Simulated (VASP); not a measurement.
Runs of VASP 6.6.1 on Si2Ru2N. The structure is that of space group P6/mmm (No. 191), or close to it. The cells are those of the table. 

```tsv
task	spin	cell	k mesh	cutoff (eV)	gap on the mesh (eV)	pressure (GPa)	moment (μB)
single point	collinear, ferromagnetic start	a = 4.164, b = 4.164, c = 4.946 Å, angles 90.0, 90.0, 120.0°, 5 atoms	6 × 6 × 2	520	none	0.2	0.03
single point	collinear, ferromagnetic start	a = 3.516, b = 3.516, c = 7.633 Å, angles 90.0, 90.0, 120.0°, 5 atoms	6 × 6 × 2	520	none	61.7	(a)
relaxation of cell and atoms	off	relaxed from a = 4.164, b = 4.164, c = 4.946 Å, angles 90.0, 90.0, 120.0°, 5 atoms	6 × 6 × 4	600	-	-0.2	-
single point	off	a = 4.146, b = 4.146, c = 4.986 Å, angles 90.0, 90.0, 120.0°, 5 atoms	12 × 12 × 8	520	none	0.0	-
single point	off	a = 4.151, b = 4.151, c = 4.984 Å, angles 90.0, 90.0, 120.0°, 5 atoms	6 × 6 × 4	520	none	0.2	-
```

Alike in all rows: level PBE; potentials or basis VASP PAW PBE potentials, release 64 (Si, Ru_pv, N); smearing gaussian 0.1 eV.

Fill in the values left out.

(a) 0.00.

Caveats: some runs use coarse meshes; the bands computed are all filled at some k points, so no gap is given (some runs).

A k mesh can miss the band edges, and the runs leave out spin-orbit coupling on Ru.

A gap of «none» marks levels without a gap at the run's occupations.
